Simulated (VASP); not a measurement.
# C in VASP: notebook, part 2 of 2

VASP 6.6.1.

## Step 3: G0W0 quasiparticle levels, PBE

This run uses another cell than the first one, of 5.53 Å³/atom, 0.981 times its volume.

POSCAR reads:

```
C
1.0
    0.0130558426      1.7753787438      1.7753787438
    1.7753787438      0.0130558426      1.7753787438
    1.7753787438      1.7753787438      0.0130558426
C
2
Direct
    0.0000703803      0.0000703803      0.0000703803
    0.2499296197      0.2499296197      0.2499296197
```

INCAR.step1 reads:

```
PREC = Accurate
ENCUT = 500
EDIFF = 1E-8
ISMEAR = 0
SIGMA = 0.01
LREAL = F
LASPH = T
NELM = 60
ALGO = Normal
LWAVE = T
LCHARG = F
GGA = PE
```

INCAR.step2 reads:

```
PREC = Accurate
ENCUT = 500
EDIFF = 1E-8
ISMEAR = 0
SIGMA = 0.01
LREAL = F
LASPH = T
NELM = 1
ALGO = Exact
LWAVE = T
LCHARG = F
GGA = PE
NBANDS = 50
LOPTICS = T
ISTART = 1
```

INCAR.step3 reads:

```
PREC = Accurate
ENCUT = 500
EDIFF = 1E-8
ISMEAR = 0
SIGMA = 0.01
LREAL = F
LASPH = T
ALGO = EVGW0
LWAVE = F
LCHARG = F
GGA = PE
NELMGW = 1
NBANDS = 50
ENCUTGW = 150.0
NOMEGA = 48
PRECFOCK = Fast
ISTART = 1
NBANDSGW = 12
```

KPOINTS reads:

```
regular mesh
0
Gamma
  6 6 6
```

Potentials or basis: VASP PAW PBE potentials, release 64 (C_GW).

Started as:

```sh
cat potpaw_PBE.64/C_GW/POTCAR > POTCAR
cp INCAR.step1 INCAR
mpirun -np 1 vasp_std > vasp.out
cp INCAR.step2 INCAR
mpirun -np 1 vasp_std > vasp.out
cp INCAR.step3 INCAR
mpirun -np 1 vasp_std > vasp.out
```

OUTCAR:

```text
PREC = Accurate
   ENCUT = 500
   EDIFF = 1E-8
   ISMEAR = 0
   LREAL = F
   LASPH = T
   GGA = PE
   NELMGW = 1
   ENCUTGW = 150.0
   PRECFOCK = Fast
   ISTART = 1

 ion  position               nearest neighbor table
   1  0.000  0.000  0.000-   2 1.53   2 1.53   2 1.53   2 1.54
   2  0.250  0.250  0.250-   1 1.53   1 1.53   1 1.53   1 1.54

  LATTYP: Found a trigonal (rhomboedric) cell.
 ALAT       =     2.5107986424
 COS(alpha) =     0.5073401169

  Lattice vectors:

 A1 = (   0.0130558426,   1.7753787438,   1.7753787438)
 A2 = (   1.7753787438,   0.0130558426,   1.7753787438)
 A3 = (   1.7753787438,   1.7753787438,   0.0130558426)

Analysis of symmetry for initial positions (statically):
=====================================================================
 Subroutine PRICEL returns:
 Original cell was already a primitive cell.

 Routine SETGRP: Setting up the symmetry group for a
 trigonal (rhombohedral) supercell.

 Subroutine GETGRP returns: Found 12 space group operations
 (whereof  6 operations were pure point group operations)
 out of a pool of 12 trial point group operations.

The static configuration has the point symmetry C_3v.
 The point group associated with its full space group is D_3d.

Analysis of symmetry for dynamics (positions and initial velocities):
=====================================================================
 Subroutine PRICEL returns:
 Original cell was already a primitive cell.

 Routine SETGRP: Setting up the symmetry group for a
 trigonal (rhombohedral) supercell.

 Subroutine GETGRP returns: Found 12 space group operations
 (whereof  6 operations were pure point group operations)
 out of a pool of 12 trial point group operations.

The dynamic configuration has the point symmetry C_3v.
 The point group associated with its full space group is D_3d.

 Subroutine INISYM returns: Found 12 space group operations
 (whereof  6 operations are pure point group operations),
 and found     1 'primitive' translations

----------------------------------------------------------------------------------------

                                     Primitive cell

  volume of cell :      11.0684

  direct lattice vectors                    reciprocal lattice vectors
     0.013055843  1.775378744  1.775378744    -0.284755832  0.282677071  0.282677071
     1.775378744  0.013055843  1.775378744     0.282677071 -0.284755832  0.282677071
     1.775378744  1.775378744  0.013055843     0.282677071  0.282677071 -0.284755832

  length of vectors
     2.510798642  2.510798642  2.510798642     0.490814157  0.490814157  0.490814157

  position of ions in fractional coordinates (direct lattice)
     0.000070380  0.000070380  0.000070380
     0.249929620  0.249929620  0.249929620

  ion indices of the primitive-cell ions
   primitive index   ion index
                 1           1
                 2           2

[... 26 lines left out ...]
 Following reciprocal coordinates:
            Coordinates               Weight
  0.000000  0.000000  0.000000      1.000000
  0.166667  0.000000 -0.000000      6.000000
  0.333333 -0.000000 -0.000000      6.000000
  0.500000  0.000000 -0.000000      3.000000
  0.166667  0.166667 -0.000000      6.000000
  0.333333  0.166667 -0.000000     12.000000
[... 16 lines left out ...]
  0.500000  0.500000  0.166667      6.000000
 -0.333333  0.500000  0.166667     12.000000
 [... further k-points ...]
   k-points           NKPTS =     32   k-points in BZ     NKDIM =    216   number of bands    NBANDS=     50
   number of dos      NEDOS =    301   number of ions     NIONS =      2
   total plane-waves  NPLWV =   5832
   dimension x,y,z NGX =    18 NGY =   18 NGZ =   18
   dimension x,y,z NGXF=    36 NGYF=   36 NGZF=   36
   ions per type =               2
   NGX,Y,Z   is equivalent  to a cutoff of  11.92, 11.92, 11.92 a.u.
   NGXF,Y,Z  is equivalent  to a cutoff of  23.84, 23.84, 23.84 a.u.
 SYSTEM =  unknown system
   PREC   = accura    normal or accurate (medium, high low for compatibility)
   ISTART =      1    job   : 0-new  1-cont  2-samecut
   ICHARG =      0    charge: 1-file 2-atom 10-const
   ISPIN  =      1    spin polarized calculation?
   LNONCOLLINEAR =      F non collinear calculations
   LSORBIT =      F    spin-orbit coupling
   LASPH  =      T    aspherical Exc in radial PAW
   ENCUT  =  500.0 eV  36.75 Ry    6.06 a.u.   4.58  4.58  4.58*2*pi/ulx,y,z
   NELM   =     60;   NELMIN=  2; NELMDL=  0     # of ELM steps
   EDIFF  = 0.1E-07   stopping-criterion for ELM
   LREAL  =      F    real-space projection
   EDIFFG = 0.1E-06   stopping-criterion for IOM
   NSW    =      0    number of steps for IOM
   IBRION =     -1    ionic relax: 0-MD 1-quasi-New 2-CG
   NFREE  =      0    steps in history (QN), initial steepest desc. (CG)
   ISIF   =      0    stress and relaxation
   ISYM   =      3    0-nonsym 1-usesym 2-fastsym
   POTIM  = 0.5000    time-step for ionic-motion
   TEBEG  =    0.0;   TEEND  =   0.0 temperature during run
   PSTRESS=    0.0 pullay stress
   NELECT =       8.0000    total number of electrons
   NUPDOWN=      -1.0000    fix difference up-down
   EMIN   =  10.00;   EMAX   =-10.00  energy-range for DOS
   EFERMI =   0.00;   METHOD = LEGACY
   ISMEAR =     0;   SIGMA  =   0.01  broadening in eV -4-tet -1-fermi 0-gaus
   EFERMI_NEDOS =   21; number of points for ismear=-14 and -15
   IALGO  =     38    algorithm
   IMIX   =      4    mixing-type and parameters
     AMIX     =   0.40;   BMIX     =  1.00
     AMIX_MAG =   1.60;   BMIX_MAG =  1.00
  volume/ion in A,a.u.               =       5.53        37.35
  Fermi-wavevector in a.u.,A,eV,Ry     =   1.469184  2.776355 29.368197  2.158502
  Thomas-Fermi vector in A             =   2.584592
   LORBIT       =      0    0 simple, 1 ext, 2 COOP (PROOUT), +10 PAW based schemes
   GGA     = PE    functional components
   LHFCALC =     T    Hartree Fock is set to
   PRECFOCK=fast      Normal, Fast or Accurate (Low or Medium for compatibility)
   ENCUT4O =  -1.0   cutoff for four orbital integrals eV
   NKREDX  =     1    reduce k-point grid by
   NKREDY  =     1    reduce k-point grid by
   NKREDZ  =     1    reduce k-point grid by
   AEXX    =    1.0000 exact exchange contribution
   HFSCREEN=    0.0000 screening length (either q_TF or 0.3 A-1)
   HFSCREENC=   0.0000 screening length for correlation (either q_TF or 0.3 A-1)
   ENCUTFOCK=  -1.0 apply spherical cutoff to Coloumb kernel
   IVDW    =     0    specifies the selected vdW correction
   LEPSILON=     F    determine dielectric tensor
   LRPA    =     F    only Hartree local field effects (RPA)
   LRPAFORCE           =     F    calculate RPA forces
   ENCUTGW             = 150.0    cutoff for response function in eV
   ENCUTGWSOFT         = 120.0    soft cutoff for Coulomb kernel in GW response function in eV
   ENCUTLF             =  -1.0    cutoff for local field effects
   NELMGW              =     1    number of iterations in solving QP/BSE equation
   NELMHF              =     1    number of iterations in the inner HF iteration
   NKREDLFX            =     1    NKREDLFY  =   1   NKREDLFZ  =   1
 non-spin polarized calculation
 Gauss-broadening in eV      SIGMA  =   0.01
  energy-cutoff  :      500.00
  volume of cell :       11.07
 maximum number of plane-waves:       293
  NGX = 12; NGY = 12; NGZ = 12
   NGX =  9   NGY =  9   NGZ =  9
 maximum number of plane-waves:        59
 NGX is ok and might be reduce to    10

 QP shifts <psi_nk| G(iteration)W_0 |psi_nk>: iteration 1
 for sc-GW calculations column KS-energies equals QP-energies in previous step
 and V_xc(KS)=  KS-energies - (<T + V_ion + V_H > + <T+V_H+V_ion>^1  + <V_x>^1)

 k-point   1 :       0.0000    0.0000    0.0000
  band No.  KS-energies  QP-energies   sigma(KS)   V_xc(KS)     V^pw_x(r,r')   Z            occupation Imag(sigma)

      1     -11.6844     -13.3038     -16.9961     -14.8549     -25.5792       0.7563       2.0000       1.4445
      2      10.1007       9.5846     -17.4629     -16.8393     -19.2278       0.8275       2.0000       0.0685
      3      10.1345       9.6206     -17.5301     -16.9091     -19.3445       0.8276       2.0000       0.0699
      4      10.1345       9.6206     -17.5301     -16.9091     -19.3445       0.8276       2.0000       0.0699
      5      15.5613      16.7308     -14.1608     -15.5792      -9.4284       0.8245       0.0000      -0.0962
      6      15.8909      17.0822     -14.1650     -15.6111      -9.3608       0.8238       0.0000      -0.0983
      7      15.8909      17.0822     -14.1650     -15.6111      -9.3608       0.8238       0.0000      -0.0983
      8      24.0241      25.1424     -14.9585     -16.4053      -7.7086       0.7730       0.0000      -0.2463
      9      29.7397      30.1603     -11.4737     -11.9938      -4.3843       0.8086       0.0000      -0.3985
     10      36.9353      38.0800     -12.6274     -14.0066      -5.9764       0.8300       0.0000      -0.5802
     11      36.9353      38.0800     -12.6274     -14.0066      -5.9764       0.8300       0.0000      -0.5802
     12      37.8089      38.3852     -10.9560     -11.6536      -3.3267       0.8261       0.0000      -0.9777
[... 356 lines left out ...]
      1      -2.3265      -3.6464     -17.6203     -15.8821     -23.5362       0.7593       2.0000       0.3906
      2      -2.1730      -3.4888     -17.5793     -15.8469     -23.4456       0.7595       2.0000       0.3825
      3       2.0801       1.0037     -16.5319     -15.1770     -20.3819       0.7945       2.0000       0.1614
      4       2.1586       1.0836     -16.5711     -15.2183     -20.4292       0.7946       2.0000       0.1606
      5      18.2967      19.2248     -13.1546     -14.2805      -7.6728       0.8244       0.0000      -0.1261
      6      18.6254      19.5633     -13.1809     -14.3193      -7.6665       0.8238       0.0000      -0.1273
      7      24.7898      26.2544     -14.3857     -16.2737      -6.9898       0.7757       0.0000      -0.2736
      8      25.1248      26.6053     -14.4396     -16.3506      -6.9791       0.7748       0.0000      -0.2807
      9      32.1596      33.4600     -13.7058     -15.3660      -5.5251       0.7833       0.0000      -0.6052
     10      32.2737      33.5840     -13.7318     -15.4048      -5.5312       0.7832       0.0000      -0.6112
     11      41.0881      42.0926     -12.2712     -13.5155      -4.3008       0.8072       0.0000      -1.0433
     12      41.3492      42.3599     -12.2754     -13.5263      -4.2941       0.8080       0.0000      -1.0615

 [... further k-points ...]
```

Wall time 2.9 min (1 thread of Intel Xeon 8259CL, shared host); peak memory 0.23 GiB.

Results:

| Property | Result |
| --- | --- |
| Band gap on the k mesh, mean-field level | 4.20 eV, indirect (least direct gap 5.43 eV) |
| Quasiparticle gap | 5.47 eV |
| Least direct quasiparticle gap | 7.11 eV |

Caveat: the k points lie up to 0.51 Å⁻¹ apart; the cutoff is under 1.25 times the usual one of these potentials, so pressure, stress and relaxed cells hold a basis-set (Pulay) error; bands, screening cutoff and mesh are small and nothing is extrapolated, so the quasiparticle values aren't converged. A k mesh can miss the band edges.
